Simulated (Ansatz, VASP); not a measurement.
## SrTiO3: VASP beside Ansatz

```
CELL_PARAMETERS angstrom
3.87879 0.00000 0.00000
0.00000 3.87879 0.00000
0.00000 0.00000 3.87879
ATOMIC_POSITIONS crystal
Sr 0.00000 0.00000 0.00000
Ti 0.50000 0.50000 0.50000
O 0.00000 0.50000 0.50000
O 0.50000 0.00000 0.50000
O 0.50000 0.50000 0.00000
```

Change from the starting cell: volume scaled by 0.98.

Alike in both runs: task single point; functional PBEsol; k mesh 7 × 7 × 7; occupations fermi-dirac, width 0.05 eV; no spin polarisation.

|  | VASP | Ansatz |
| --- | --- | --- |
| version | VASP 6.6.1 | Ansatz 0.2.0 |
| potentials or method | VASP PAW PBE potentials, release 64 (Sr_sv, Ti_sv, O), cutoff 520 eV | all-electron LAPW, scalar-relativistic |

|  | VASP | Ansatz | Ansatz less VASP |
| --- | --- | --- | --- |
| gap on the k mesh at the Fermi level (eV) | 1.90 | 1.93 | +0.027 |
| pressure (GPa) | 2.5 | 1.8 | -0.72 |

VASP's potentials were made for PBE, not for PBEsol. Ansatz ran all-electron here, and VASP with PAW potentials.
